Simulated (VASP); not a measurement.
Set up this calculation in VASP 6.6.1, as the native input.

| Item | Value |
| --- | --- |
| Task | single point |
| Functional | RPBE |
| Dispersion | D3(BJ) |
| Potentials or basis | VASP PAW PBE potentials, release 64 (Cu) |
| Cutoff | 600 eV |
| k mesh | 13 × 13 × 13 |
| Occupations | fermi-dirac, width 0.05 eV |
| Spin | no spin polarisation |
| Dipole correction | no |
| Further INCAR settings | ALGO = Normal; EDIFF = 1e-06; NBANDS = 12 |

The structure of Cu lies in POSCAR:

```
Cu
1.0
    0.0000000000      1.7706018915      1.7706018915
    1.7706018915      0.0000000000      1.7706018915
    1.7706018915      1.7706018915      0.0000000000
Cu
1
Direct
    0.0000000000      0.0000000000      0.0000000000
```

The input as run:

INCAR

```
PREC = Accurate
ENCUT = 600
EDIFF = 1E-6
ISMEAR = -1
SIGMA = 0.05
LREAL = False
LASPH = True
NELM = 120
ALGO = Normal
ISIF = 2
LWAVE = False
LCHARG = True
GGA = RP
IVDW = 12
LELF = True
LVHAR = True
NBANDS = 12
GGA_COMPAT = False
```

KPOINTS

```
regular mesh
0
Gamma
  13 13 13
```

Potentials or basis: VASP PAW PBE potentials, release 64 (Cu).

The run is started by

```bash
$ cat potpaw_PBE.64/Cu/POTCAR > POTCAR
$ mpirun -np 1 vasp_std > vasp.out
```

It gave:

| Item | Value |
| --- | --- |
| Pressure | -24.8 GPa |
| Dispersion energy per atom | -3.061 eV |

Caveat: the PAW data sets were made with another functional, which shifts forces and pressure a little; pairwise dispersion overbinds metals, which lowers pressure and volume.

Wall time 7.4 s on 1 thread of AMD EPYC 9R45 96-Core Processor (Zen 5) (shared host), peak memory 0.11 GiB.
